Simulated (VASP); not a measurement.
Set up this calculation in VASP 6.6.1, as the native input.

```
Task                   : single point
Functional             : PBE
Potentials or basis    : VASP PAW PBE potentials, release 64 (Al, O)
Cutoff                 : 520 eV
k mesh                 : 6 × 6 × 6
Occupations            : gaussian, width 0.05 eV
Spin                   : no spin polarisation
Dipole correction      : no
Further INCAR settings : ALGO = Normal; EDIFF = 1e-06; NBANDS = 35
```

The structure of Al2O3 lies in POSCAR:

```
Al2O3
1.0
    2.3616309450      1.3634882618      4.5324421097
   -2.3616309450      1.3634882618      4.5324421097
    0.0000000000     -2.7269765237      4.5324421097
Al O
4 6
Direct
    0.8521293568      0.8521293568      0.8521293568
    0.6478706432      0.6478706432      0.6478706432
    0.1478706432      0.1478706432      0.1478706432
    0.3521293568      0.3521293568      0.3521293568
    0.0561574040      0.4438425960      0.7500000000
    0.7500000000      0.0561574040      0.4438425960
    0.4438425960      0.7500000000      0.0561574040
    0.9438425960      0.5561574040      0.2500000000
    0.2500000000      0.9438425960      0.5561574040
    0.5561574040      0.2500000000      0.9438425960
```

One way to write it, as run:

INCAR

```
SYSTEM = Al2O3
  ALGO = Normal
  EDIFF = 1E-6
  ENCUT = 520
  GGA = PE
  ISIF = 2
  ISMEAR = 0
  LASPH = .TRUE.
  LCHARG = .FALSE.
  LREAL = .FALSE.
  LWAVE = .FALSE.
  NBANDS = 35
  NELM = 80
  PREC = Accurate
  SIGMA = 0.05
```

KPOINTS

```
k-points
0
G
  6 6 6
  0 0 0
```

Potentials or basis: VASP PAW PBE potentials, release 64 (Al, O).

Run with:

```console
$ cat potpaw_PBE.64/Al/POTCAR potpaw_PBE.64/O/POTCAR > POTCAR
$ mpirun -np 1 vasp_std > vasp.out
```

Results of the run:

| Quantity | Value |
| --- | --- |
| Pressure | 0.8 GPa |
| Largest force | 0.275 eV/Å |
| Band gap on the k mesh | 5.69 eV |

Caveat: the stress differs along the axes, from -14 to 8 GPa.

Wall time 2.6 min on 1 thread of Intel Xeon 8259CL, on a shared host, peak memory 0.26 GiB.
